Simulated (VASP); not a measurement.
Input of a VASP 6.6.1 run:

The input INCAR:

```
ALGO = Normal
EDIFF = 1E-8
ENCUT = 520
GGA = PE
ISIF = 2
ISMEAR = -1
LASPH = T
LCHARG = F
LEFG = T
LREAL = F
LWAVE = F
NBANDS = 25
NELM = 80
PREC = Accurate
SIGMA = 0.01
```

File KPOINTS:

```
k-points
0
Gamma
  6 6 6
```

Contents of POSCAR:

```
CO2
1.0
    3.5161000000      0.0000000000      0.0000000000
    0.0000000000      3.5161000000      0.0000000000
    0.0000000000      0.0000000000      4.1043000000
C O
2 4
Direct
    0.0000000000      0.0000000000      0.0000000000
    0.5000000000      0.5000000000      0.5000000000
    0.2300000000      0.2300000000      0.0000000000
    0.2700000000      0.7300000000      0.5000000000
    0.7700000000      0.7700000000      0.0000000000
    0.7300000000      0.2700000000      0.5000000000
```

Potentials or basis: VASP PAW PBE potentials, release 64 (C, O).

Run with:

```sh
$ cat potpaw_PBE.64/C/POTCAR potpaw_PBE.64/O/POTCAR > POTCAR
$ mpirun -np 1 vasp_std > vasp.out
```

(1) Estimate the band gap on the k mesh.

(2) Estimate the pressure.

(3) Predict the largest force.

Answers

(1) 5.87 eV (least direct gap 6.60 eV).

(2) 39.3 GPa.

(3) 2.437 eV/Å.

Caveat: the stress differs along the axes, from 27 to 46 GPa; this functional lacks dispersion, which holds the molecules together, so the pressure and a relaxed volume are unreliable; without QUAD_EFG the Cq values of the log hold for a quadrupole moment of 1 mb, not for the nuclei; forces of over 1 eV/Å act on the atoms, so gaps and moduli don't describe the material at rest.
